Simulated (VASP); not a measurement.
# NaI (P1) in VASP: further runs, part 2 of 2

VASP 6.6.1. Earlier steps stand in the parts before.

## (3) Single point, PBE+D3(BJ) (dynamics (nvt nose hoover) at 800 K, volume x 1.02, from the last frame before)

Input file INCAR:

```
ALGO     = Normal         # electronic algorithm
EDIFF    = 1E-7           # SCF threshold, eV
ENCUT    = 520            # plane-wave cutoff, eV
GGA      = PE             # functional
ISIF     = 2              # what is computed and relaxed
ISMEAR   = -1             # smearing method
IVDW     = 12             # dispersion correction
LASPH    = T              # aspherical terms in the spheres
LCHARG   = T              # write CHGCAR
LELF     = T              # ELF
LREAL    = Auto         
LVHAR    = T            
LWAVE    = F              # write WAVECAR
NBANDS   = 70             # bands
NELM     = 100            # most SCF steps
PREC     = Accurate       # precision mode
SIGMA    = 0.0689         # smearing width, eV
```

Input file KPOINTS:

```
k-points
0
Gamma
  1 1 1
```

Input file POSCAR:

```
NaI
1.0
    8.9167183189      0.0000000000      0.0000000000
    0.0000000000      8.9167183189      0.0000000000
   -2.2291795797     -2.2291795797      8.4191628328
Na I
8 8
Direct
    0.3663360158      0.1098342493      0.5067218778
    0.8747567762      0.1084947103      0.4473070630
    0.4373661103      0.6663564100      0.5574205052
    0.8781447948      0.6070708511      0.4163638440
    0.2415521018      0.2477395800      0.0541612045
    0.7194578999      0.2620739326      0.0224954670
    0.2222692583      0.7516162480     -0.0498728922
    0.7073799824      0.6986693786     -0.0610681858
    0.1440572975      0.3424190643      0.4728907231
    0.6195335135      0.3776632511      0.4797400977
    0.1322008673      0.8702145361      0.5359635025
    0.6309235903      0.8950640415      0.4934680659
    0.0076779684      0.0212607682      0.0323604621
    0.5062997438     -0.0116293681     -0.0215979906
   -0.0164270305      0.5061054566      0.0049927767
    0.4852879212      0.5076242778      0.0214705433
```

Potentials or basis: VASP PAW PBE potentials, release 64 (Na_pv, I).

The run is started by

```sh
$ cat potpaw_PBE.64/Na_pv/POTCAR potpaw_PBE.64/I/POTCAR > POTCAR
$ mpirun -np 1 vasp_gam > vasp.out
```

OUTCAR:

```text
EDIFF = 1E-7
   ENCUT = 520
   GGA = PE
   ISIF = 2
   ISMEAR = -1
   IVDW = 12
   LASPH = T
   LREAL = Auto
   NELM = 100
   PREC = Accurate
 IVDW          = 12

 ion  position               nearest neighbor table
   1  0.366  0.110  0.507-   9 2.89  12 3.05  11 3.09
   2  0.875  0.108  0.447-  12 3.06   9 3.11
   3  0.437  0.666  0.557-  12 2.92  10 3.07
   4  0.878  0.607  0.416-  11 3.06
   5  0.242  0.248  0.054-  13 2.84
   6  0.719  0.262  0.022-  14 2.98  16 3.03
   7  0.222  0.752  0.950-  13 3.13
   8  0.707  0.699  0.939-  16 2.95  15 3.02  14 3.14
   9  0.144  0.342  0.473-   1 2.89   2 3.11
  10  0.620  0.378  0.480-   3 3.07
  11  0.132  0.870  0.536-   4 3.06   1 3.09
  12  0.631  0.895  0.493-   3 2.92   1 3.05   2 3.06
  13  0.008  0.021  0.032-   5 2.84   7 3.13
  14  0.506  0.988  0.978-   6 2.98   8 3.14
  15  0.984  0.506  0.005-   8 3.02
  16  0.485  0.508  0.021-   8 2.95   6 3.03

  LATTYP: Found a base centered monoclinic cell.
 ALAT       =    12.6101439784
 B/A-ratio  =     1.0000000000
 C/A-ratio  =     0.7129211347
 COS(beta)  =    -0.3506699238

  Lattice vectors:

 A1 = (   8.9167183189,   0.0000000000,   0.0000000000)
 A2 = (   0.0000000000,   8.9167183189,   0.0000000000)
 A3 = (  -2.2291795797,  -2.2291795797,   8.4191628328)

Analysis of symmetry for initial positions (statically):
=====================================================================
 Subroutine PRICEL returns:
 Original cell was already a primitive cell.

 Routine SETGRP: Setting up the symmetry group for a
 base centered monoclinic supercell.

 Subroutine GETGRP returns: Found  1 space group operations
 (whereof  1 operations were pure point group operations)
 out of a pool of  4 trial point group operations.

The static configuration has the point symmetry C_1 .

Analysis of symmetry for dynamics (positions and initial velocities):
=====================================================================
 Subroutine PRICEL returns:
 Original cell was already a primitive cell.

 Routine SETGRP: Setting up the symmetry group for a
 base centered monoclinic supercell.

 Subroutine GETGRP returns: Found  1 space group operations
 (whereof  1 operations were pure point group operations)
 out of a pool of  4 trial point group operations.

The dynamic configuration has the point symmetry C_1 .

 Subroutine INISYM returns: Found  1 space group operations
 (whereof  1 operations are pure point group operations),
 and found     1 'primitive' translations

----------------------------------------------------------------------------------------

                                     Primitive cell

  volume of cell :     669.3897

  direct lattice vectors                    reciprocal lattice vectors
     8.916718319  0.000000000  0.000000000     0.112148883  0.000000000  0.029694164
     0.000000000  8.916718319  0.000000000     0.000000000  0.112148883  0.029694164
    -2.229179580 -2.229179580  8.419162833     0.000000000  0.000000000  0.118776655

  length of vectors
     8.916718319  8.916718319  8.990038154     0.116013427  0.116013427  0.118776655

  position of ions in fractional coordinates (direct lattice)
     0.366336016  0.109834249  0.506721878
     0.874756776  0.108494710  0.447307063
     0.437366110  0.666356410  0.557420505
     0.878144795  0.607070851  0.416363844
     0.241552102  0.247739580  0.054161204
     0.719457900  0.262073933  0.022495467
[... 8 lines left out ...]
     0.983572970  0.506105457  0.004992777
     0.485287921  0.507624278  0.021470543

  ion indices of the primitive-cell ions
   primitive index   ion index
                 1           1
                 2           2
                 3           3
                 4           4
                 5           5
                 6           6
[... 8 lines left out ...]
                15          15
                16          16

----------------------------------------------------------------------------------------

 KPOINTS: k-points

Automatic generation of k-mesh.
 Grid dimensions read from file:
 generate k-points for:    1    1    1

 Generating k-lattice:

  Cartesian coordinates                     Fractional coordinates (reciprocal lattice)
     0.112148883  0.000000000  0.029694164     1.000000000  0.000000000 -0.000000000
     0.000000000  0.112148883  0.029694164     0.000000000  1.000000000 -0.000000000
     0.000000000  0.000000000  0.118776655     0.000000000  0.000000000  1.000000000

  Length of vectors
     0.116013427  0.116013427  0.118776655

  Shift w.r.t. Gamma in fractional coordinates (k-lattice)
     0.000000000  0.000000000  0.000000000

 Subroutine IBZKPT returns following result:
 ===========================================

 Found      1 irreducible k-points:

 Following reciprocal coordinates:
            Coordinates               Weight
  0.000000  0.000000  0.000000      1.000000
   k-points           NKPTS =      1   k-points in BZ     NKDIM =      1   number of bands    NBANDS=     70
   number of dos      NEDOS =    301   number of ions     NIONS =     16
   total plane-waves  NPLWV = 343000
   dimension x,y,z NGX =    70 NGY =   70 NGZ =   70
   dimension x,y,z NGXF=   140 NGYF=  140 NGZF=  140
   ions per type =               8   8
   NGX,Y,Z   is equivalent  to a cutoff of  13.05, 13.05, 12.94 a.u.
   NGXF,Y,Z  is equivalent  to a cutoff of  26.10, 26.10, 25.89 a.u.
 SYSTEM =  unknown system
   PREC   = accura    normal or accurate (medium, high low for compatibility)
   ISTART =      0    job   : 0-new  1-cont  2-samecut
   ICHARG =      2    charge: 1-file 2-atom 10-const
   ISPIN  =      1    spin polarized calculation?
   LNONCOLLINEAR =      F non collinear calculations
   LSORBIT =      F    spin-orbit coupling
   LASPH  =      T    aspherical Exc in radial PAW
   ENCUT  =  520.0 eV  38.22 Ry    6.18 a.u.  16.58 16.58 16.72*2*pi/ulx,y,z
   NELM   =    100;   NELMIN=  2; NELMDL= -5     # of ELM steps
   EDIFF  = 0.1E-06   stopping-criterion for ELM
   LREAL  =      T    real-space projection
   EDIFFG = 0.1E-05   stopping-criterion for IOM
   NSW    =      0    number of steps for IOM
   IBRION =     -1    ionic relax: 0-MD 1-quasi-New 2-CG
   NFREE  =      0    steps in history (QN), initial steepest desc. (CG)
   ISIF   =      2    stress and relaxation
   ISYM   =      2    0-nonsym 1-usesym 2-fastsym
   POTIM  = 0.5000    time-step for ionic-motion
   TEBEG  =    0.0;   TEEND  =   0.0 temperature during run
   PSTRESS=    0.0 pullay stress
   NELECT =     112.0000    total number of electrons
   NUPDOWN=      -1.0000    fix difference up-down
   EMIN   =  10.00;   EMAX   =-10.00  energy-range for DOS
   EFERMI =   0.00;   METHOD = LEGACY
   ISMEAR =    -1;   SIGMA  =   0.07  broadening in eV -4-tet -1-fermi 0-gaus
   EFERMI_NEDOS =   21; number of points for ismear=-14 and -15
   IALGO  =     38    algorithm
   IMIX   =      4    mixing-type and parameters
     AMIX     =   0.40;   BMIX     =  1.00
     AMIX_MAG =   1.60;   BMIX_MAG =  1.00
  volume/ion in A,a.u.               =      41.84       282.33
  Fermi-wavevector in a.u.,A,eV,Ry     =   0.902100  1.704721 11.072200  0.813784
  Thomas-Fermi vector in A             =   2.025262
   LORBIT       =      0    0 simple, 1 ext, 2 COOP (PROOUT), +10 PAW based schemes
   GGA     = PE    functional components
   LHFCALC =     F    Hartree Fock is set to
   AEXX    =    0.0000 exact exchange contribution
   IVDW    =    12    specifies the selected vdW correction
   LEPSILON=     F    determine dielectric tensor
   LRPA    =     F    only Hartree local field effects (RPA)
 non-spin polarized calculation
  energy-cutoff  :      520.00
  volume of cell :      669.39
 maximum number of plane-waves:      9046
 NGX is ok and might be reduce to    70
   NGX = 33   NGY = 33   NGZ = 33

 number of electron     112.0000004 magnetization

 Free energy of the ion-electron system (eV)
  ---------------------------------------------------
  ext. energy  EPLUGINS =         0.00000000
  ---------------------------------------------------
  free energy    TOTEN  =       -38.86856870 eV

  energy without entropy =      -38.86856869  energy(sigma->0) =      -38.86856870

 E-fermi :   1.3577     XC(G=0):  -6.7216

 val. band max:       -0.0191459020   @ k =   0.0000   0.0000   0.0000
 cond. band min:       2.7192770579   @ k =   0.0000   0.0000   0.0000
 fundamental gap:      2.7384229599
 Fermi energy:         1.3577412581

 k-point     1 :       0.0000    0.0000    0.0000
  band No.  band energies     occupation
      1     -23.4799      2.00000
      2     -23.4454      2.00000
      3     -23.4434      2.00000
      4     -23.4278      2.00000
      5     -23.4238      2.00000
      6     -23.3908      2.00000
[... 60 lines left out ...]
     67       5.8495      0.00000
     68       6.0970      0.00000
 [bands above 68 left out]

------------------------ aborting loop because EDIFF is reached ----------------------------------------

 Edisp (eV)   -3.15761

 E8    (eV) :    -1.4488

  FORCE on cell =-STRESS in cart. coord.  units (eV):
  Direction    XX          YY          ZZ          XY          YZ          ZX
  --------------------------------------------------------------------------------------
  -------------------------------------------------------------------------------------
  Total       2.01853     2.88181    -3.19706     0.77838    -0.22083     1.16183
  in kB       4.83134     6.89757    -7.65214     1.86304    -0.52855     2.78082
  external pressure =        1.36 kB  Pullay stress =        0.00 kB

 VOLUME and BASIS-vectors are now :
 -----------------------------------------------------------------------------
  energy-cutoff  :      520.00
  volume of cell :      669.39
      direct lattice vectors                 reciprocal lattice vectors
     8.916718319  0.000000000  0.000000000     0.112148883  0.000000000  0.029694164
     0.000000000  8.916718319  0.000000000     0.000000000  0.112148883  0.029694164
    -2.229179580 -2.229179580  8.419162833     0.000000000  0.000000000  0.118776655

 POSITION                                       TOTAL-FORCE (eV/Angst)
 -----------------------------------------------------------------------------------
      2.13694     -0.15021      4.26617         0.193200     -0.084003      0.013557
      6.80283     -0.02971      3.76595         0.072105      0.055225      0.049589
      2.65728      4.69912      4.69301        -0.398214     -0.120696     -0.222501
      6.90202      4.48493      3.50544        -0.027938     -0.074884      0.013543
      2.03312      2.08829      0.45599         0.262422      0.345764      0.072728
      6.36506      2.28669      0.18939         0.344641     -0.040793     -0.096876
[... 8 lines left out ...]
      8.75911      4.50167      0.04204        -0.179309      0.035796      0.013505
      4.27931      4.47848      0.18076        -0.330922      0.012635      0.074618
 -----------------------------------------------------------------------------------
    total drift:                                0.001013      0.002622     -0.000061

  FREE ENERGIE OF THE ION-ELECTRON SYSTEM (eV)
  ---------------------------------------------------
  free  energy   TOTEN  =       -42.0261760489 eV

  energy  without entropy=      -42.0261760338  energy(sigma->0) =      -42.02617604
```

Wall time 81 s (1 thread of AMD EPYC 9R45 (Zen 5), shared host); peak memory 0.59 GiB.

What came out:

| Quantity | Value |
| --- | --- |
| Free energy | -42.0262 eV |
| Pressure | 0.1 GPa |
| Largest force | 0.537 eV/Å |
| Band gap on the k mesh | 2.74 eV |
| Dispersion energy per atom | -0.197 eV |

Forces in eV/Å, atoms in the order of the input:
```
Na   0.193 -0.084  0.014
Na   0.072  0.055  0.050
Na  -0.398 -0.121 -0.223
Na  -0.028 -0.075  0.014
Na   0.262  0.346  0.073
Na   0.345 -0.041 -0.097
Na  -0.071  0.010  0.038
Na   0.278  0.244  0.116
I   -0.236  0.407 -0.075
I    0.307  0.128 -0.010
I    0.047 -0.351  0.251
I    0.294 -0.061 -0.066
I   -0.396 -0.351  0.090
I   -0.159 -0.154 -0.262
I   -0.179  0.036  0.014
I   -0.331  0.013  0.075
```

Caveat: the k points lie up to 0.75 Å⁻¹ apart; spin-orbit coupling is left out, which moves the levels of the heavy elements. A k mesh can miss the band edges.

## (4) Single point, PBE+D3(BJ) (dynamics (nvt nose hoover) at 800 K, volume x 1.02, from the last frame before)

Input file INCAR:

```
PREC = Accurate ; ENCUT = 520
EDIFF = 1E-6 ; ISMEAR = -1
SIGMA = 0.0689 ; LREAL = Auto
LASPH = T ; NELM = 100
ALGO = Normal ; ISIF = 2
LWAVE = F ; LCHARG = F
GGA = PE ; IVDW = 12
NBANDS = 70
```

Input file KPOINTS:

```
Automatic mesh
0
Gamma
  1 1 1
```

Input file POSCAR:

```
NaI
1.0
    8.9167183189      0.0000000000      0.0000000000
    0.0000000000      8.9167183189      0.0000000000
   -2.2291795797     -2.2291795797      8.4191628328
Na I
8 8
Direct
    0.3990557778      0.0723389414      0.5133233655
    0.8793669640      0.1048062172      0.4242101110
    0.4262927709      0.6727458853      0.5662368212
    0.8753297600      0.5911915929      0.3736118498
    0.2625688149      0.2806938687      0.0896877772
    0.7377456545      0.2592977718      0.0240591617
    0.1995957911      0.7549572843     -0.0717813650
    0.7242106187      0.7068337101     -0.0844139749
    0.1463366556      0.3357768666      0.4567710681
    0.6222994965      0.3807079240      0.4685734293
    0.1385058040      0.8625266567      0.5598289395
    0.6400576990      0.9039154228      0.4886466840
    0.0050419391      0.0273168381      0.0516649943
    0.5054633953     -0.0214531038     -0.0378633846
   -0.0283947267      0.5102333681      0.0078662215
    0.4699349246      0.5113264979      0.0344150607
```

The run is started by

```sh
$ cat potpaw_PBE.64/Na_pv/POTCAR potpaw_PBE.64/I/POTCAR > POTCAR
$ mpirun -np 1 vasp_gam > vasp.out
```

Wall time 50 s (1 thread of AMD EPYC 9R45 (Zen 5), shared host); peak memory 0.59 GiB.

Results (log left out):

```yaml
Free_energy: -42.0788 eV
Pressure: -0.1 GPa
Largest_force: 1.404 eV/Å
Band_gap_on_the_k_mesh: 2.59 eV
Dispersion_energy_per_atom: -0.198 eV
```

Forces in eV/Å, atoms in the order of the input:
```
Na  -1.069  0.906  0.087
Na   0.102  0.041  0.024
Na  -0.110 -0.158 -0.263
Na   0.027  0.008  0.108
Na  -0.130 -0.135  0.146
Na  -0.050 -0.069 -0.160
Na   0.094  0.026  0.008
Na  -0.116  0.230  0.149
I    0.104  0.181  0.032
I    0.253  0.206  0.045
I   -0.120 -0.290  0.159
I    1.026 -0.850 -0.098
I   -0.093 -0.221  0.038
I   -0.011 -0.069 -0.305
I   -0.061 -0.039  0.062
I    0.156  0.233 -0.031
```

Stress tensor (GPa, compression positive):
```
 0.35 -0.29  0.43
-0.29  0.25  0.05
 0.43  0.05 -0.76
```

Levels at points of the mesh, in eV from the valence-band top:
| k point | band 52 | band 53 | band 54 | band 55 | band 56 | band 57 | band 58 | band 59 | band 60 | band 61 |
| --- | --- | --- | --- | --- | --- | --- | --- | --- | --- | --- |
| (0.00, 0.00, 0.00) | -0.40 | -0.36 | -0.28 | -0.19 | 0.00 | 2.59 | 3.78 | 4.04 | 4.41 | 4.50 |

Caveat: the k points lie up to 0.75 Å⁻¹ apart; spin-orbit coupling is left out, which moves the levels of the heavy elements; forces of over 1 eV/Å act on the atoms, so gaps and moduli don't describe the material at rest.
